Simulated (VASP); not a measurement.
# GeSb2Te4 in VASP: single point with PBE

Aim: the single point of GeSb2Te4 with PBE.

Everything below comes from runs of VASP 6.6.1. Logs are shortened: lines on timing, memory, paths and dates and some standing lists are left out, and cuts for length are marked.

## Step 1: The cell of the first run

The typed cell holds 7 atoms: a = 4.298 Å, b = 4.298 Å, c = 14.130 Å, α = 90.00°, β = 90.00°, γ = 60.00°.

## Step 2: Single point, PBE

Contents of INCAR:

```
PREC = Accurate ; ENCUT = 520
EDIFF = 1E-6 ; ISMEAR = 0
SIGMA = 0.03 ; LREAL = False
LASPH = True ; NELM = 80
ALGO = Normal ; ISIF = 2
LWAVE = False ; LCHARG = False
GGA = PE ; NBANDS = 33
```

Contents of KPOINTS:

```
Automatic mesh
0
Gamma
  9 9 3
```

Contents of POSCAR:

```
GeSb2Te4
1.0
   -4.2977010893      0.0000000000      0.0000000000
   -2.1488505447     -3.7219183212      0.0000000000
    0.0002148851      0.0001240639     14.1302728042
Ge Sb Te
1 2 4
Direct
    0.5021569113      0.5021569113      0.2073377777
    0.1688423785      0.1688423785      0.7713543595
    0.8354995556      0.8354995556      0.4866674886
    0.8354869203      0.8354869203      0.1076086130
   -0.1644869201     -0.1644869201      0.8923956264
    0.5021708796      0.5021708796      0.6263878696
    0.1688287698      0.1688287698      0.3630952651
```

Potentials or basis: VASP PAW PBE potentials, release 64 (Ge_d, Sb, Te).

The run is started by

```
$ cat potpaw_PBE.64/Ge_d/POTCAR potpaw_PBE.64/Sb/POTCAR potpaw_PBE.64/Te/POTCAR > POTCAR
$ mpirun -np 1 vasp_std > vasp.out
```

OUTCAR:

```text
PREC = Accurate
   ENCUT = 520
   EDIFF = 1E-6
   ISMEAR = 0
   LREAL = False
   LASPH = True
   NELM = 80
   ISIF = 2
   GGA = PE

 ion  position               nearest neighbor table
   1  0.502  0.502  0.207-   4 2.85   4 2.85   4 2.85
   2  0.169  0.169  0.771-   5 3.01   5 3.01   5 3.01   6 3.22   6 3.22   6 3.22
   3  0.835  0.835  0.487-   7 3.03   7 3.03   7 3.03   6 3.17   6 3.17   6 3.17
   4  0.835  0.835  0.108-   1 2.85   1 2.85   1 2.85   5 3.04
   5  0.836  0.836  0.892-   2 3.01   2 3.01   2 3.01   4 3.04
   6  0.502  0.502  0.626-   3 3.17   3 3.17   3 3.17   2 3.22   2 3.22   2 3.22
   7  0.169  0.169  0.363-   3 3.03   3 3.03   3 3.03

  LATTYP: Found a simple monoclinic cell.
 ALAT       =     4.2977010893
 B/A-ratio  =     3.2878677490
 C/A-ratio  =     1.7320508076
 COS(beta)  =    -0.8660254038

  Lattice vectors:

 A1 = (  -2.1488505446,   3.7219183212,   0.0000000000)
 A2 = (   0.0002148851,   0.0001240639,  14.1302728042)
 A3 = (   6.4465516339,  -3.7219183212,   0.0000000000)

Analysis of symmetry for initial positions (statically):
=====================================================================
 Subroutine PRICEL returns:
 Original cell was already a primitive cell.

 Routine SETGRP: Setting up the symmetry group for a
 simple monoclinic supercell.

 Subroutine GETGRP returns: Found  1 space group operations
 (whereof  1 operations were pure point group operations)
 out of a pool of  4 trial point group operations.

The static configuration has the point symmetry C_1 .

Analysis of symmetry for dynamics (positions and initial velocities):
=====================================================================
 Subroutine PRICEL returns:
 Original cell was already a primitive cell.

 Routine SETGRP: Setting up the symmetry group for a
 simple monoclinic supercell.

 Subroutine GETGRP returns: Found  1 space group operations
 (whereof  1 operations were pure point group operations)
 out of a pool of  4 trial point group operations.

The dynamic configuration has the point symmetry C_1 .

 Subroutine INISYM returns: Found  1 space group operations
 (whereof  1 operations are pure point group operations),
 and found     1 'primitive' translations

----------------------------------------------------------------------------------------

                                     Primitive cell

  volume of cell :     226.0235

  direct lattice vectors                    reciprocal lattice vectors
    -4.297701089  0.000000000  0.000000000    -0.232682539  0.134339326  0.000002359
    -2.148850545 -3.721918321  0.000000000     0.000000000 -0.268678653  0.000002359
     0.000214885  0.000124064 14.130272804     0.000000000  0.000000000  0.070770042

  length of vectors
     4.297701089  4.297701089 14.130272806     0.268678653  0.268678653  0.070770042

  position of ions in fractional coordinates (direct lattice)
     0.502156911  0.502156911  0.207337778
     0.168842379  0.168842379  0.771354360
     0.835499556  0.835499556  0.486667489
     0.835486920  0.835486920  0.107608613
     0.835513080  0.835513080  0.892395626
     0.502170880  0.502170880  0.626387870
     0.168828770  0.168828770  0.363095265

  ion indices of the primitive-cell ions
   primitive index   ion index
                 1           1
                 2           2
                 3           3
                 4           4
                 5           5
                 6           6
                 7           7

----------------------------------------------------------------------------------------

 KPOINTS: Automatic mesh

Automatic generation of k-mesh.
 Grid dimensions read from file:
 generate k-points for:    9    9    3

 Generating k-lattice:

  Cartesian coordinates                     Fractional coordinates (reciprocal lattice)
    -0.025853615  0.014926592  0.000000262     0.111111111  0.000000000  0.000000000
     0.000000000 -0.029853184  0.000000262     0.000000000  0.111111111  0.000000000
     0.000000000  0.000000000  0.023590014     0.000000000  0.000000000  0.333333333

  Length of vectors
     0.029853184  0.029853184  0.023590014

  Shift w.r.t. Gamma in fractional coordinates (k-lattice)
     0.000000000  0.000000000  0.000000000

 Subroutine IBZKPT returns following result:
 ===========================================

 Found    122 irreducible k-points:

 Following reciprocal coordinates:
            Coordinates               Weight
  0.000000  0.000000  0.000000      1.000000
  0.111111  0.000000  0.000000      2.000000
  0.111111  0.111111 -0.000000      2.000000
  0.000000  0.111111 -0.000000      2.000000
  0.222222  0.000000 -0.000000      2.000000
  0.222222  0.222222  0.000000      2.000000
[... 16 lines left out ...]
  0.444444  0.111111  0.000000      2.000000
  0.333333  0.444444  0.000000      2.000000
 [... further k-points ...]
   k-points           NKPTS =    122   k-points in BZ     NKDIM =    122   number of bands    NBANDS=     33
   number of dos      NEDOS =    301   number of ions     NIONS =      7
   total plane-waves  NPLWV = 110592
   dimension x,y,z NGX =    32 NGY =   32 NGZ =  108
   dimension x,y,z NGXF=    64 NGYF=   64 NGZF=  216
   ions per type =               1   2   4
   NGX,Y,Z   is equivalent  to a cutoff of  12.38, 12.38, 12.71 a.u.
   NGXF,Y,Z  is equivalent  to a cutoff of  24.76, 24.76, 25.41 a.u.
 SYSTEM =  unknown system
   PREC   = accura    normal or accurate (medium, high low for compatibility)
   ISTART =      0    job   : 0-new  1-cont  2-samecut
   ICHARG =      2    charge: 1-file 2-atom 10-const
   ISPIN  =      1    spin polarized calculation?
   LNONCOLLINEAR =      F non collinear calculations
   LSORBIT =      F    spin-orbit coupling
   LASPH  =      T    aspherical Exc in radial PAW
   ENCUT  =  520.0 eV  38.22 Ry    6.18 a.u.   7.99  7.99 26.27*2*pi/ulx,y,z
   NELM   =     80;   NELMIN=  2; NELMDL= -5     # of ELM steps
   EDIFF  = 0.1E-05   stopping-criterion for ELM
   LREAL  =      F    real-space projection
   EDIFFG = 0.1E-04   stopping-criterion for IOM
   NSW    =      0    number of steps for IOM
   IBRION =     -1    ionic relax: 0-MD 1-quasi-New 2-CG
   NFREE  =      0    steps in history (QN), initial steepest desc. (CG)
   ISIF   =      2    stress and relaxation
   ISYM   =      2    0-nonsym 1-usesym 2-fastsym
   POTIM  = 0.5000    time-step for ionic-motion
   TEBEG  =    0.0;   TEEND  =   0.0 temperature during run
   PSTRESS=    0.0 pullay stress
   NELECT =      48.0000    total number of electrons
   NUPDOWN=      -1.0000    fix difference up-down
   EMIN   =  10.00;   EMAX   =-10.00  energy-range for DOS
   EFERMI =   0.00;   METHOD = LEGACY
   ISMEAR =     0;   SIGMA  =   0.03  broadening in eV -4-tet -1-fermi 0-gaus
   EFERMI_NEDOS =   21; number of points for ismear=-14 and -15
   IALGO  =     38    algorithm
   IMIX   =      4    mixing-type and parameters
     AMIX     =   0.40;   BMIX     =  1.00
     AMIX_MAG =   1.60;   BMIX_MAG =  1.00
  volume/ion in A,a.u.               =      32.29       217.90
  Fermi-wavevector in a.u.,A,eV,Ry     =   0.976721  1.845736 12.979750  0.953985
  Thomas-Fermi vector in A             =   2.107363
   LORBIT       =      0    0 simple, 1 ext, 2 COOP (PROOUT), +10 PAW based schemes
   GGA     = PE    functional components
   LHFCALC =     F    Hartree Fock is set to
   AEXX    =    0.0000 exact exchange contribution
   IVDW    =     0    specifies the selected vdW correction
   LEPSILON=     F    determine dielectric tensor
   LRPA    =     F    only Hartree local field effects (RPA)
 non-spin polarized calculation
 Gauss-broadening in eV      SIGMA  =   0.03
  energy-cutoff  :      520.00
  volume of cell :      226.02
 maximum number of plane-waves:      6117
   NGX = 15   NGY = 15   NGZ = 53

 number of electron      48.0000003 magnetization

 Free energy of the ion-electron system (eV)
  ---------------------------------------------------
  ext. energy  EPLUGINS =         0.00000000
  ---------------------------------------------------
  free energy    TOTEN  =       -25.72238530 eV

  energy without entropy =      -25.72234172  energy(sigma->0) =      -25.72236351

 E-fermi :   6.2338     XC(G=0):  -9.1349

 val. band max:        6.1821777330   @ k =   0.2222   0.0000   0.3333
 cond. band min:       6.2859953452   @ k =   0.3333   0.3333   0.3333
 fundamental gap:      0.1038176122
 Fermi energy:         6.2338037900

 k-point     1 :       0.0000    0.0000    0.0000
  band No.  band energies     occupation
      1     -18.9086      2.00000
      2     -18.9086      2.00000
      3     -18.9049      2.00000
      4     -18.9005      2.00000
      5     -18.9005      2.00000
      6      -7.2125      2.00000
[... 25 lines left out ...]
     32       8.0197      0.00000
     33       8.0788      0.00000

 k-point     2 :       0.1111    0.0000    0.0000
  band No.  band energies     occupation
      1     -18.9089      2.00000
      2     -18.9085      2.00000
      3     -18.9047      2.00000
      4     -18.9006      2.00000
      5     -18.9004      2.00000
      6      -7.1080      2.00000
[... 25 lines left out ...]
     32       8.3410      0.00000
     33       8.5849      0.00000

 k-point     3 :       0.1111    0.1111   -0.0000
  band No.  band energies     occupation
      1     -18.9089      2.00000
      2     -18.9085      2.00000
      3     -18.9047      2.00000
      4     -18.9006      2.00000
      5     -18.9004      2.00000
      6      -7.1080      2.00000
[... 25 lines left out ...]
     32       8.3410      0.00000
     33       8.5849      0.00000

 k-point     4 :       0.0000    0.1111   -0.0000
  band No.  band energies     occupation
      1     -18.9089      2.00000
      2     -18.9085      2.00000
      3     -18.9047      2.00000
      4     -18.9006      2.00000
      5     -18.9004      2.00000
      6      -7.1080      2.00000
[... 673 lines left out ...]
     32       9.2336      0.00000
     33       9.6782      0.00000

 k-point    23 :       0.4444    0.1111    0.0000
  band No.  band energies     occupation
      1     -18.9107      2.00000
      2     -18.9084      2.00000
      3     -18.9037      2.00000
      4     -18.9005      2.00000
      5     -18.8991      2.00000
      6      -6.0726      2.00000
[... 25 lines left out ...]
     32       9.4172      0.00000
     33       9.6165      0.00000

 k-point    24 :       0.3333    0.4444    0.0000
  band No.  band energies     occupation
      1     -18.9107      2.00000
      2     -18.9084      2.00000
      3     -18.9037      2.00000
      4     -18.9005      2.00000
      5     -18.8991      2.00000
      6      -6.0726      2.00000
[... 25 lines left out ...]
     32       9.4172      0.00000
     33       9.6165      0.00000

 [... further k-points ...]
[... 5 lines left out ...]
  --------------------------------------------------------------------------------------
  -------------------------------------------------------------------------------------
  Total        0.5805003      0.5800898      4.4948410      0.0003514      0.0003429      0.0005983
  in kB        4.1149011      4.1119913     31.8618750      0.0024908      0.0024306      0.0042414
  external PRESSURE =      13.3629225 kB  Pullay stress =       0.0000000 kB

 VOLUME and BASIS-vectors are now :
 -----------------------------------------------------------------------------
  energy-cutoff  :      520.00
  volume of cell :      226.02
      direct lattice vectors                 reciprocal lattice vectors
    -4.297701089  0.000000000  0.000000000    -0.232682539  0.134339326  0.000002359
    -2.148850545 -3.721918321  0.000000000     0.000000000 -0.268678653  0.000002359
     0.000214885  0.000124064 14.130272804     0.000000000  0.000000000  0.070770042

 POSITION                                       TOTAL-FORCE (eV/Angst)
 -----------------------------------------------------------------------------------
     -3.23714     -1.86896      2.92974         0.000072      0.000042      0.260656
     -1.08829     -0.62832     10.89945         0.000015      0.000009     -0.428057
     -5.38599     -3.10960      6.87674         0.000015      0.000009      0.126209
     -5.38599     -3.10960      1.52054         0.000071      0.000041      0.884376
     -5.38599     -3.10960     12.60979        -0.000081     -0.000047     -0.650519
     -3.23714     -1.86896      8.85103        -0.000054     -0.000031     -0.074297
     -1.08829     -0.62832      5.13064        -0.000038     -0.000023     -0.118369
 -----------------------------------------------------------------------------------
    total drift:                                0.000088      0.000052      0.000740

  FREE ENERGIE OF THE ION-ELECTRON SYSTEM (eV)
  ---------------------------------------------------
  free  energy   TOTEN  =       -25.7223852996 eV

  energy  without entropy=      -25.7223417171  energy(sigma->0) =      -25.72236351
```

Run time: 34 min. Hardware: 1 thread of AMD EPYC 7R13 (Zen 3), shared host; peak memory 0.89 GiB.

What came out:

```yaml
Free_energy: -25.7224 eV
Pressure: 1.3 GPa
Largest_force: 0.884 eV/Å
Band_gap_on_the_k_mesh: 0.10 eV, indirect (least direct gap 0.30 eV)
```

Forces on the atoms (eV/Å):
```
Ge   0.000  0.000  0.261
Sb   0.000  0.000 -0.428
Sb   0.000  0.000  0.126
Te   0.000  0.000  0.884
Te   0.000  0.000 -0.651
Te   0.000  0.000 -0.074
Te   0.000  0.000 -0.118
```

Caveat: spin-orbit coupling is left out, which moves the levels of the heavy elements.
